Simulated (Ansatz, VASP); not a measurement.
## ZrSi2O6: VASP beside Ansatz

```
Zr Si O
1.0
     2.60598   -4.98067    0.00000
     2.60598    4.98067    0.00000
     0.00000    0.00000    6.04030
Zr Si O
1 2 6
Direct
  0.50000 0.50000 0.50000
  0.00000 0.50000 0.84476
  0.50000 0.00000 0.15524
  0.82337 0.58743 0.68961
  0.22327 0.77673 0.00000
  0.58743 0.82337 0.31039
  0.17663 0.41257 0.68961
  0.77673 0.22327 0.00000
  0.41257 0.17663 0.31039
```

Alike in both runs: functional PBE; k mesh 6 × 6 × 4; occupations gaussian, width 0.02 eV; no spin polarisation.

Ansatz relaxed the structure, and its values are those at the end. VASP's run is a single point on that final structure, the one shown.

|  | VASP | Ansatz |
| --- | --- | --- |
| version | VASP 6.6.1 | Ansatz 0.2.0 |
| potentials or method | VASP PAW PBE potentials, release 64 (Zr_sv, Si, O), cutoff 520 eV | scalar-relativistic, plane waves, PAW |
| valence electrons in the cell | 56 | 56 |

VASP gave:

- gap on the k mesh at the Fermi level (eV): 5.05
- least direct gap on the mesh (eV): 5.28
- pressure (GPa): 0.2
- rms of the force components (eV/Å): 0.008

Problem. What did Ansatz give for the same quantities?

Solution. gap on the k mesh at the Fermi level (eV): 5.05; least direct gap on the mesh (eV): 5.28; pressure (GPa): 0.0; rms of the force components (eV/Å): 0.002.

With one functional, cell and mesh, what is left measures potentials, basis and numerics.
